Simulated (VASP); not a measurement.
# Mo (I4/mmm) in VASP: a series of runs

Mo is run at these levels: PBE; tasks: single point.

Program: VASP 6.6.1. These are calculated values, not measurements. Logs are shortened: lines on timing, memory, paths and dates and some standing lists are left out, and cuts for length are marked.

## Step 1: The cell of the first run

Symmetry: I4/mmm, No. 139, tetragonal system. The conventional cell has a = 2.622 Å, b = 2.622 Å, c = 3.869 Å, α = 90.00°, β = 90.00°, γ = 90.00°. Within 3.5 Å of Mo (site symmetry 4/mmm) lie 12 Mo at 2.62 to 2.68 Å.

## Step 2: Single point, PBE (strain -0.080 along x and y, -0.040 along z)

File INCAR:

```
SYSTEM = Mo
ALGO = Normal
EDIFF = 1E-6
ENCUT = 520
GGA = PE
ISIF = 2
ISMEAR = 0
LASPH = .TRUE.
LCHARG = .FALSE.
LREAL = .FALSE.
LWAVE = .FALSE.
NBANDS = 13
NELM = 100
PREC = Accurate
SIGMA = 0.15
```

File KPOINTS:

```
k-points
0
G
  20 20 20
  0 0 0
```

File POSCAR:

```
Mo
1.0
    0.0000000000      1.8538000000      1.9344000000
    1.8538000000      0.0000000000      1.9344000000
    1.8538000000      1.8538000000      0.0000000000
Mo
1
Direct
    0.0000000000      0.0000000000      0.0000000000
```

Potentials or basis: VASP PAW PBE potentials, release 64 (Mo_sv).

Command:

```sh
$ cat potpaw_PBE.64/Mo_sv/POTCAR > POTCAR
$ mpirun -np 1 vasp_std > vasp.out
```

OUTCAR:

```text
SYSTEM = Mo
   EDIFF = 1E-6
   ENCUT = 520
   GGA = PE
   ISIF = 2
   ISMEAR = 0
   LASPH = .TRUE.
   LREAL = .FALSE.
   NELM = 100
   PREC = Accurate

 ion  position               nearest neighbor table
   1  0.000  0.000  0.000-

  LATTYP: Found a body centered tetragonal cell.
 ALAT       =     2.6216691019
 C/A-ratio  =     1.4757011086

  Lattice vectors:

 A1 = (  -1.8538000000,   0.0000000000,   1.9344000000)
 A2 = (   1.8538000000,   0.0000000000,   1.9344000000)
 A3 = (   0.0000000000,   1.8538000000,  -1.9344000000)

Analysis of symmetry for initial positions (statically):
=====================================================================
 Subroutine PRICEL returns:
 Original cell was already a primitive cell.

 Routine SETGRP: Setting up the symmetry group for a
 body centered tetragonal supercell.

 Subroutine GETGRP returns: Found 16 space group operations
 (whereof 16 operations were pure point group operations)
 out of a pool of 16 trial point group operations.

The static configuration has the point symmetry D_4h.

Analysis of symmetry for dynamics (positions and initial velocities):
=====================================================================
 Subroutine PRICEL returns:
 Original cell was already a primitive cell.

 Routine SETGRP: Setting up the symmetry group for a
 body centered tetragonal supercell.

 Subroutine GETGRP returns: Found 16 space group operations
 (whereof 16 operations were pure point group operations)
 out of a pool of 16 trial point group operations.

The dynamic configuration has the point symmetry D_4h.

 Subroutine INISYM returns: Found 16 space group operations
 (whereof 16 operations are pure point group operations),
 and found     1 'primitive' translations

----------------------------------------------------------------------------------------

                                     Primitive cell

  volume of cell :      13.2954

  direct lattice vectors                    reciprocal lattice vectors
     0.000000000  1.853800000  1.934400000    -0.269716258  0.269716258  0.258478081
     1.853800000  0.000000000  1.934400000     0.269716258 -0.269716258  0.258478081
     1.853800000  1.853800000  0.000000000     0.269716258  0.269716258 -0.258478081

  length of vectors
     2.679268146  2.679268146  2.621669102     0.460765275  0.460765275  0.460765275

  position of ions in fractional coordinates (direct lattice)
     0.000000000  0.000000000  0.000000000

  ion indices of the primitive-cell ions
   primitive index   ion index
                 1           1

----------------------------------------------------------------------------------------

 KPOINTS: k-points

Automatic generation of k-mesh.
 Grid dimensions read from file:
 generate k-points for:   20   20   20

 Generating k-lattice:

  Cartesian coordinates                     Fractional coordinates (reciprocal lattice)
    -0.013485813  0.013485813  0.012923904     0.050000000  0.000000000  0.000000000
     0.013485813 -0.013485813  0.012923904     0.000000000  0.050000000  0.000000000
     0.013485813  0.013485813 -0.012923904    -0.000000000 -0.000000000  0.050000000

  Length of vectors
     0.023038264  0.023038264  0.023038264

  Shift w.r.t. Gamma in fractional coordinates (k-lattice)
     0.000000000  0.000000000  0.000000000

 Subroutine IBZKPT returns following result:
 ===========================================

 Found    641 irreducible k-points:

 Following reciprocal coordinates:
            Coordinates               Weight
  0.000000  0.000000  0.000000      1.000000
  0.050000  0.000000  0.000000      8.000000
  0.100000  0.000000  0.000000      8.000000
  0.150000 -0.000000  0.000000      8.000000
  0.200000  0.000000  0.000000      8.000000
  0.250000 -0.000000  0.000000      8.000000
[... 16 lines left out ...]
 -0.400000  0.050000  0.000000      8.000000
 -0.350000  0.050000  0.000000      8.000000
 [... further k-points ...]
   k-points           NKPTS =    641   k-points in BZ     NKDIM =    641   number of bands    NBANDS=     13
   number of dos      NEDOS =    301   number of ions     NIONS =      1
   total plane-waves  NPLWV =   8000
   dimension x,y,z NGX =    20 NGY =   20 NGZ =   20
   dimension x,y,z NGXF=    40 NGYF=   40 NGZF=   40
   ions per type =               1
   NGX,Y,Z   is equivalent  to a cutoff of  12.41, 12.41, 12.68 a.u.
   NGXF,Y,Z  is equivalent  to a cutoff of  24.82, 24.82, 25.36 a.u.
 SYSTEM =  Mo
   PREC   = accura    normal or accurate (medium, high low for compatibility)
   ISTART =      0    job   : 0-new  1-cont  2-samecut
   ICHARG =      2    charge: 1-file 2-atom 10-const
   ISPIN  =      1    spin polarized calculation?
   LNONCOLLINEAR =      F non collinear calculations
   LSORBIT =      F    spin-orbit coupling
   LASPH  =      T    aspherical Exc in radial PAW
   ENCUT  =  520.0 eV  38.22 Ry    6.18 a.u.   4.98  4.98  4.87*2*pi/ulx,y,z
   NELM   =    100;   NELMIN=  2; NELMDL= -5     # of ELM steps
   EDIFF  = 0.1E-05   stopping-criterion for ELM
   LREAL  =      F    real-space projection
   EDIFFG = 0.1E-04   stopping-criterion for IOM
   NSW    =      0    number of steps for IOM
   IBRION =     -1    ionic relax: 0-MD 1-quasi-New 2-CG
   NFREE  =      0    steps in history (QN), initial steepest desc. (CG)
   ISIF   =      2    stress and relaxation
   ISYM   =      2    0-nonsym 1-usesym 2-fastsym
   POTIM  = 0.5000    time-step for ionic-motion
   TEBEG  =    0.0;   TEEND  =   0.0 temperature during run
   PSTRESS=    0.0 pullay stress
   NELECT =      14.0000    total number of electrons
   NUPDOWN=      -1.0000    fix difference up-down
   EMIN   =  10.00;   EMAX   =-10.00  energy-range for DOS
   EFERMI =   0.00;   METHOD = LEGACY
   ISMEAR =     0;   SIGMA  =   0.15  broadening in eV -4-tet -1-fermi 0-gaus
   EFERMI_NEDOS =   21; number of points for ismear=-14 and -15
   IALGO  =     38    algorithm
   IMIX   =      4    mixing-type and parameters
     AMIX     =   0.40;   BMIX     =  1.00
     AMIX_MAG =   1.60;   BMIX_MAG =  1.00
  volume/ion in A,a.u.               =      13.30        89.72
  Fermi-wavevector in a.u.,A,eV,Ry     =   1.665521  3.147379 37.742029  2.773961
  Thomas-Fermi vector in A             =   2.751877
   LORBIT       =      0    0 simple, 1 ext, 2 COOP (PROOUT), +10 PAW based schemes
   GGA     = PE    functional components
   LHFCALC =     F    Hartree Fock is set to
   AEXX    =    0.0000 exact exchange contribution
   IVDW    =     0    specifies the selected vdW correction
   LEPSILON=     F    determine dielectric tensor
   LRPA    =     F    only Hartree local field effects (RPA)
 non-spin polarized calculation
 Gauss-broadening in eV      SIGMA  =   0.15
  energy-cutoff  :      520.00
  volume of cell :       13.30
 maximum number of plane-waves:       372
   NGX =  9   NGY =  9   NGZ =  9

 number of electron      14.0000000 magnetization

 Free energy of the ion-electron system (eV)
  ---------------------------------------------------
  ext. energy  EPLUGINS =         0.00000000
  ---------------------------------------------------
  free energy    TOTEN  =       -10.04178464 eV

  energy without entropy =      -10.03158022  energy(sigma->0) =      -10.03668243

 E-fermi :  14.9334     XC(G=0): -14.3053

 val. band max:       14.9305139744   @ k =  -0.4000   0.0500   0.2000
 cond. band min:      14.9359086670   @ k =  -0.2000   0.4500   0.3000
 fundamental gap:      0.0053946926
 Fermi energy:        14.9334252942

 k-point     1 :       0.0000    0.0000    0.0000
  band No.  band energies     occupation
      1     -45.8436      2.00000
      2     -18.6766      2.00000
      3     -18.6215      2.00000
      4     -18.6215      2.00000
      5       7.7232      2.00000
      6      13.4235      2.00000
      7      14.0679      2.00000
      8      14.0679      2.00000
      9      16.8335      0.00000
     10      17.7909      0.00000
     11      28.0206      0.00000
     12      33.0973      0.00000
     13      34.8121      0.00000

 k-point     2 :       0.0500    0.0000    0.0000
  band No.  band energies     occupation
      1     -45.8325      2.00000
      2     -18.7140      2.00000
      3     -18.6555      2.00000
      4     -18.6273      2.00000
      5       7.8513      2.00000
      6      13.4372      2.00000
      7      14.0182      2.00000
      8      14.1279      2.00000
      9      16.7889      0.00000
     10      17.7227      0.00000
     11      28.2785      0.00000
     12      33.0929      0.00000
     13      34.5198      0.00000

 k-point     3 :       0.1000    0.0000    0.0000
  band No.  band energies     occupation
      1     -45.8000      2.00000
      2     -18.8826      2.00000
      3     -18.6922      2.00000
      4     -18.6439      2.00000
      5       8.2150      2.00000
      6      13.3886      2.00000
      7      13.9786      2.00000
      8      14.2924      2.00000
      9      16.6922      0.00000
     10      17.5498      0.00000
     11      28.9868      0.00000
     12      32.5490      0.00000
     13      34.6558      0.00000

 k-point     4 :       0.1500   -0.0000    0.0000
  band No.  band energies     occupation
      1     -45.7491      2.00000
      2     -19.1545      2.00000
      3     -18.7343      2.00000
      4     -18.6697      2.00000
      5       8.7445      2.00000
      6      13.2136      2.00000
      7      14.0559      2.00000
      8      14.5078      1.99994
      9      16.6521      0.00000
     10      17.3655      0.00000
     11      29.8368      0.00000
     12      31.7528      0.00000
     13      35.5887      0.00000

 k-point     5 :       0.2000    0.0000    0.0000
  band No.  band energies     occupation
      1     -45.6843      2.00000
      2     -19.4903      2.00000
      3     -18.7852      2.00000
      4     -18.7020      2.00000
      5       9.2958      2.00000
      6      13.1333      2.00000
      7      14.0966      2.00000
      8      14.6689      1.98737
      9      16.8195      0.00000
     10      17.3167      0.00000
     11      29.7224      0.00000
     12      32.1292      0.00000
     13      36.9460      0.00000
[... 257 lines left out ...]
 k-point    22 :      -0.4500    0.0500    0.0000
  band No.  band energies     occupation
      1     -45.3693      2.00000
      2     -20.9267      2.00000
      3     -19.0587      2.00000
      4     -18.8506      2.00000
      5       9.4327      2.00000
      6      13.1535      2.00000
      7      14.0249      2.00000
      8      16.8249      0.00000
      9      19.6457      0.00000
     10      20.6785      0.00000
     11      27.8739      0.00000
     12      29.3902      0.00000
     13      35.6190      0.00000

 k-point    23 :      -0.4000    0.0500    0.0000
  band No.  band energies     occupation
      1     -45.3955      2.00000
      2     -20.8143      2.00000
      3     -19.0471      2.00000
      4     -18.8282      2.00000
      5       9.5197      2.00000
      6      13.2879      2.00000
      7      14.1052      2.00000
      8      16.1981      0.00000
      9      19.1413      0.00000
     10      20.3630      0.00000
     11      27.6409      0.00000
     12      30.7020      0.00000
     13      36.1557      0.00000

 k-point    24 :      -0.3500    0.0500    0.0000
  band No.  band energies     occupation
      1     -45.4422      2.00000
      2     -20.6095      2.00000
      3     -19.0186      2.00000
      4     -18.7979      2.00000
      5       9.6629      2.00000
      6      13.4839      2.00000
      7      14.2668      2.00000
      8      15.2625      0.00192
      9      18.4747      0.00000
     10      19.7146      0.00000
     11      27.7446      0.00000
     12      32.2428      0.00000
     13      37.3376      0.00000

 [... further k-points ...]

------------------------ aborting loop because EDIFF is reached ----------------------------------------

  FORCE on cell =-STRESS in cart. coord.  units (eV):
  Direction    XX          YY          ZZ          XY          YZ          ZX
  --------------------------------------------------------------------------------------
  -------------------------------------------------------------------------------------
  Total        5.2883852      5.2883852      5.8117953      0.0000000     -0.0000000      0.0000000
  in kB      637.2819635    637.2819635    700.3559999      0.0000000     -0.0000000      0.0000000
  external PRESSURE =     658.3066423 kB  Pullay stress =       0.0000000 kB

 VOLUME and BASIS-vectors are now :
 -----------------------------------------------------------------------------
  energy-cutoff  :      520.00
  volume of cell :       13.30
      direct lattice vectors                 reciprocal lattice vectors
     0.000000000  1.853800000  1.934400000    -0.269716258  0.269716258  0.258478081
     1.853800000  0.000000000  1.934400000     0.269716258 -0.269716258  0.258478081
     1.853800000  1.853800000  0.000000000     0.269716258  0.269716258 -0.258478081

 POSITION                                       TOTAL-FORCE (eV/Angst)
 -----------------------------------------------------------------------------------
      0.00000      0.00000      0.00000        -0.000000      0.000000      0.000000
 -----------------------------------------------------------------------------------
    total drift:                               -0.000000     -0.000000     -0.000000

  FREE ENERGIE OF THE ION-ELECTRON SYSTEM (eV)
  ---------------------------------------------------
  free  energy   TOTEN  =       -10.0417846397 eV

  energy  without entropy=      -10.0315802242  energy(sigma->0) =      -10.03668243
```

It took 47 s on 1 thread of AMD EPYC 9R45 (Zen 5), shared host; peak memory 0.18 GiB.

Results:

* Free energy: -10.0418 eV
* Pressure: 65.8 GPa
* Band gap on the k mesh: zero (band 7 reaches 19.95 eV, above the bottom of band 8 at 14.07 eV)

Stress tensor (GPa, compression positive):
```
63.73  0.00  0.00
 0.00 63.73  0.00
 0.00  0.00 70.04
```

Caveat: the cell differs from its parent crystal (strain -0.080 along x and y, -0.040 along z).

## Step 3: Single point, PBE (strain -0.080 along x and y, +0.000 along z)

File INCAR:

```
SYSTEM = Mo
PREC = Accurate
ENCUT = 520
EDIFF = 1E-7
ISMEAR = 0
SIGMA = 0.15
LREAL = .False.
LASPH = .True.
NELM = 100
ALGO = Fast
ISIF = 2
LWAVE = .False.
LCHARG = .False.
GGA = PE
NBANDS = 13
```

File KPOINTS:

```
Automatic mesh
0
Gamma
  20 20 20
  0 0 0
```

File POSCAR:

```
Mo
1.0
    0.0000000000      1.8538000000      2.0150000000
    1.8538000000      0.0000000000      2.0150000000
    1.8538000000      1.8538000000      0.0000000000
Mo
1
Direct
    0.0000000000      0.0000000000      0.0000000000
```

Potentials or basis: VASP PAW PBE potentials, release 64 (Mo_sv).

Command:

```sh
$ cat potpaw_PBE.64/Mo_sv/POTCAR > POTCAR
$ mpirun -np 1 vasp_std > vasp.out
```

Wall time 62 s (1 thread of AMD EPYC 9R45 (Zen 5), shared host); peak memory 0.18 GiB.

It converged, with:

```
Free energy            : -10.2548 eV
Pressure               : 48.2 GPa
Band gap on the k mesh : zero (band 7 reaches 18.83 eV, above the bottom of band 8 at 13.61 eV)
```

Stress tensor (GPa, compression positive):
```
45.68  0.00  0.00
 0.00 45.68  0.00
 0.00  0.00 53.13
```

Levels at points of the mesh, in eV from the Fermi level:
| k point | band 5 | band 6 | band 7 | band 8 | band 9 | band 10 |
| --- | --- | --- | --- | --- | --- | --- |
| (0.00, 0.00, 0.00) | -7.23 | -1.88 | -0.64 | -0.64 | 1.21 | 3.03 |
| (0.50, 0.00, 0.00) | -5.51 | -1.94 | -0.68 | 2.07 | 4.41 | 5.05 |
| (0.50, 0.50, 0.00) | -6.02 | -5.26 | 3.74 | 4.86 | 5.40 | 5.40 |
| (0.50, 0.00, 0.50) | -6.21 | -5.41 | 4.52 | 4.75 | 5.54 | 6.19 |

Caveat: the cell differs from its parent crystal (strain -0.080 along x and y, +0.000 along z).
